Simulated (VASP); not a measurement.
**Ag: single point with PBE**

Ag:

```
Ag
1.0
     3.02987    0.00000    0.00000
    -1.51494    2.62395    0.00000
     0.00000    0.00000    9.88360
Ag
4
Cartesian
  0.0000 1.7493 2.4709
  1.5149 0.8746 7.4127
  0.0000 0.0000 0.0000
  0.0000 0.0000 4.9418
```

This isn't the form of Ag at room conditions, which is fcc.

- Program: VASP 6.6.1
- Task: single point
- Functional: PBE
- Potentials or basis: VASP PAW PBE potentials, release 64 (Ag)
- Cutoff: 520 eV
- k mesh: 18 × 18 × 4
- Occupations: gaussian, width 0.1 eV
- Spin: no spin polarisation

```json
{"Pressure": "-6.6 GPa", "Band gap on the k mesh": "zero (bands 22 and 23 overlap by 6.06 eV)"}
```

Levels at points of the mesh, in eV from the Fermi level:
```tsv
k point	band 18	band 19	band 20	band 21	band 22	band 23	band 24	band 25	band 26	band 27
(0.00, 0.00, 0.00)	-3.48	-3.48	-3.31	-3.31	-3.00	-3.00	-0.06	2.86	10.09	10.10
(0.50, 0.00, 0.00)	-2.86	-2.86	-2.83	0.03	0.83	0.91	1.37	3.55	3.64	6.66
(0.00, 0.00, 0.50)	-3.62	-3.13	-3.13	-3.13	-3.13	-2.12	-2.12	5.69	5.69	14.51
(0.50, 0.00, 0.50)	-2.95	-2.87	-2.87	0.32	0.32	1.23	1.23	4.12	4.12	5.55
```

Wall time 3.6 min on 1 thread of Intel(R) Xeon(R) Platinum 8259CL CPU @ 2.50GHz (Skylake/Cascade Lake) (shared host), peak memory 0.33 GiB.

Caveat: the cell stands under tension.
